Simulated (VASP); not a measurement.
Set up this calculation in VASP 6.6.1, as the native input.

* Task: single point
* Functional: PBE
* Dispersion: D3(BJ)
* Potentials or basis: VASP PAW PBE potentials, release 64 (Sb, Ga_d, O, C)
* Cutoff: 520 eV
* k mesh: 6 × 6 × 1
* Occupations: gaussian, width 0.1 eV
* Spin: no spin polarisation
* Dipole correction: yes
* Further INCAR settings: ALGO = Normal; EDIFF = 1e-07; NBANDS = 32

The structure of Ga2Sb2CO lies in POSCAR:

```
Ga2Sb2CO
1.0
    4.3343814621      0.0000000000      0.0000000000
   -2.1671907311      3.7536844559      0.0000000000
    0.0000000000      0.0000000000     23.3197422777
Sb Ga O C
2 2 1 1
Direct
    0.0000000000      0.0000000000      0.1715284823
    0.3333333333      0.6666666667      0.3301590654
    0.3333333333      0.6666666667      0.2094685204
    0.6666666667      0.3333333333      0.3632005095
    0.6666666667      0.3333333333      0.5218643557
    0.6666666667      0.3333333333      0.5711787943
```

The input as run:

INCAR

```
ALGO = Normal
DIPOL = 0.5 0.5 0.361
EDIFF = 1E-7
ENCUT = 520
GGA = PE
IDIPOL = 3
ISIF = 2
ISMEAR = 0
IVDW = 12
LASPH = T
LCHARG = F
LDIPOL = T
LREAL = F
LWAVE = F
NBANDS = 32
NELM = 100
PREC = Accurate
SIGMA = 0.1
```

KPOINTS

```
k-points
0
Gamma
  6 6 1
```

Potentials or basis: VASP PAW PBE potentials, release 64 (Sb, Ga_d, O, C).

Launch:

```console
$ cat potpaw_PBE.64/Sb/POTCAR potpaw_PBE.64/Ga_d/POTCAR potpaw_PBE.64/O/POTCAR potpaw_PBE.64/C/POTCAR > POTCAR
$ mpirun -np 1 vasp_std > vasp.out
```

It gave:

- Largest force: 0.722 eV/Å
- Band gap on the k mesh: 0.06 eV, indirect (least direct gap 0.12 eV)
- Dispersion energy per atom: -0.162 eV

Caveat: spin-orbit coupling is left out, which moves the levels of the heavy elements.

Run time: 120 s on 1 thread of Intel(R) Xeon(R) Platinum 8488C (Sapphire Rapids), on a shared host, peak memory 0.48 GiB.
